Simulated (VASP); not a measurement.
CdS: relaxation of cell and atoms with PBE

The system is CdS.

```
Cd S
1.0
     3.79499    0.00000    0.00000
    -1.89749    3.28656    0.00000
     0.00000    0.00000    6.25258
Cd S
2 2
Direct
  0.33333 0.66667 0.75000
  0.66667 0.33333 0.25000
  0.00000 0.00000 0.00000
  0.00000 0.00000 0.50000
```

* Program: VASP 6.6.1
* Task: relaxation of cell and atoms
* Functional: PBE
* Potentials or basis: VASP PAW PBE potentials, release 64 (Cd, S)
* Cutoff: 600 eV
* k mesh: 6 × 6 × 4
* Occupations: gaussian, width 0.1 eV
* Spin: no spin polarisation
* Dipole correction: no
* Further INCAR settings: ALGO = Normal; EDIFF = 1e-06; IBRION = 2; EDIFFG = -0.04; NSW = 90; ISIF = 3

The relaxed volume is 21.32 Å³/atom. The relaxed cell is a = 3.794 Å, b = 3.794 Å, c = 6.841 Å, α = 90.00°, β = 90.00°, γ = 120.00°. The space group after relaxing (to 0.05 Å) is P6_3/mmc (No. 194). The energy gained by relaxing is 91.3 meV/atom and the ionic steps are 7. The pressure after relaxing is 0.1 GPa. The band gap on the k mesh is zero (band 18 reaches 3.18 eV, above the bottom of band 19 at 2.97 eV).

The path:
```tsv
step	energy change (eV)	largest force (eV/Å)	pressure (GPa)	volume (Å³)
1	0.0000	0.0000	8.56	77.98
2	-0.3066	0.0000	-2.94	90.23
3	-0.3262	0.0000	-1.13	87.56
4	-0.3611	0.0000	-0.57	86.37
5	-0.3646	0.0000	-0.34	85.88
6	-0.3646	0.0000	-0.33	85.85
7	-0.3651	0.0000	0.13	85.29
```

Final structure:
```
Cd S
1.0
     3.79414    0.00000    0.00000
    -1.89707    3.28582    0.00000
     0.00000    0.00000    6.84111
Cd S
2 2
Direct
  0.33333 0.66667 0.75000
  0.66667 0.33333 0.25000
  0.00000 0.00000 0.00000
  0.00000 0.00000 0.50000
```

Levels at points of the mesh, in eV from the Fermi level:
```tsv
k point	band 16	band 17	band 18	band 19	band 20	band 21
(0.00, 0.00, 0.00)	-0.87	-0.39	-0.39	-0.18	4.31	4.71
(0.50, 0.00, 0.00)	-2.16	-0.60	-0.57	-0.05	2.60	4.75
(0.00, 0.00, 0.50)	-0.66	-0.66	-0.66	2.06	2.06	7.29
(0.50, 0.00, 0.50)	-2.39	-1.46	-1.46	1.78	1.78	4.33
```

Run time: 3 min on 1 thread of Intel(R) Xeon(R) Platinum 8259CL CPU @ 2.50GHz (Skylake/Cascade Lake) (shared host), peak memory 0.23 GiB.
